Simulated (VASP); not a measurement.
A run of VASP 6.6.1:

INCAR

```
SYSTEM = Al2H
PREC = Accurate
ENCUT = 520
EDIFF = 1E-6
ISMEAR = 0
SIGMA = 0.1
LREAL = .False.
LASPH = .True.
NELM = 100
ALGO = Normal
ISIF = 2
LWAVE = .False.
LCHARG = .True.
GGA = PE
LELF = .True.
LVHAR = .True.
NBANDS = 10
```

File KPOINTS:

```
regular mesh
0
Gamma
  12 12 18
  0 0 0
```

File POSCAR:

```
Al2H
1.0
    4.5140989423      0.0000000000      0.0000000000
   -2.2570494711      3.9093243593      0.0000000000
    0.0000000000      0.0000000000      2.6634403160
Al H
2 1
Direct
    0.3333333333      0.6666666667      0.5000000000
    0.6666666667      0.3333333333      0.5000000000
    0.0000000000      0.0000000000      0.0000000000
```

Potentials or basis: VASP PAW PBE potentials, release 64 (Al, H).

Run with:

```bash
$ cat potpaw_PBE.64/Al/POTCAR potpaw_PBE.64/H/POTCAR > POTCAR
$ mpirun -np 1 vasp_std > vasp.out
```

Hardware: 1 thread of Intel Xeon 8259CL, with other jobs on the host.

Question: How long does it take, and how much memory?

Answer: Wall time 47 s on 1 thread of Intel Xeon 8259CL (shared host), peak memory 0.22 GiB. Counts: scf iterations 11, k points 190.
